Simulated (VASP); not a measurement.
## Lu: relaxation of cell and atoms with PBE

Lu:

```
CELL_PARAMETERS angstrom
2.77793 0.00000 0.00000
-1.38896 2.40575 0.00000
0.00000 0.00000 2.64853
ATOMIC_POSITIONS crystal
Lu 0.00000 0.00000 0.00000
```

This isn't the form of Lu at room conditions, which is hcp.

```json
{
 "Program": "VASP 6.6.1",
 "Task": "relaxation of cell and atoms",
 "Functional": "PBE",
 "Potentials or basis": "VASP PAW PBE potentials, release 64 (Lu)",
 "Cutoff": "600 eV",
 "k mesh": "16 × 16 × 14",
 "Occupations": "fermi-dirac, width 0.08 eV",
 "Spin": "no spin polarisation",
 "Target pressure": "51 GPa",
 "Dipole correction": "no",
 "Further INCAR settings": "ALGO = Normal; EDIFF = 1e-06; IBRION = 2; EDIFFG = -0.005; NSW = 32; ISIF = 3"
}
```

```yaml
Relaxed_volume: 17.84 Å³/atom
Relaxed_cell: a = 2.785 Å, b = 2.785 Å, c = 2.656 Å, α = 90.00°, β = 90.00°, γ = 120.00°
Space_group_after_relaxing_to_0.1_Å: P6/mmm (No. 191)
Energy_change_on_relaxing_the_run_minimises_the_enthalpy: -46.2 meV/atom
Ionic_steps: 6
Pressure_after_relaxing: 51.0 GPa
Band_gap_on_the_k_mesh: zero (an odd number of electrons rules out a gap without spin polarisation)
```

The path:
```
step  energy change (eV)  largest force (eV/Å)  pressure (GPa)  volume (Å³)
   1              0.0000                0.0000           52.62        17.70
   2             -0.1442                0.0000           47.62        18.16
   3             -0.0440                0.0000           50.93        17.84
   4             -0.0423                0.0000           51.03        17.83
   5             -0.0431                0.0000           51.25        17.83
   6             -0.0462                0.0000           51.00        17.84
```

Final structure:
```
Lu
1.0
     2.78508    0.00000    0.00000
    -1.39254    2.41195    0.00000
     0.00000    0.00000    2.65626
Lu
1
Cartesian
  2.7851 0.0000 0.0000
```

Levels at points of the mesh, in eV from the Fermi level:
```
           k point  band 10  band 11  band 12  band 13  band 14  band 15  band 16
(0.00, 0.00, 0.00)    -4.56    -4.56    -4.37    -1.31     2.86     2.86    10.86
(0.50, 0.00, 0.00)    -4.45    -4.41    -3.38    -0.03     2.86     4.88     9.52
(0.00, 0.00, 0.50)    -4.42    -4.37    -2.57     1.36     4.15     4.15     5.70
(0.50, 0.00, 0.50)    -4.48    -4.42    -3.78    -1.08     3.46     7.29     9.80
```

Wall time 2.2 min on 1 thread of Intel(R) Xeon(R) Platinum 8559C (Emerald Rapids) (shared host), peak memory 0.23 GiB.

Caveat: the cell is relaxed towards a set pressure, so the run minimises the enthalpy, not the energy; spin-orbit coupling is left out, which moves the levels of the heavy elements.
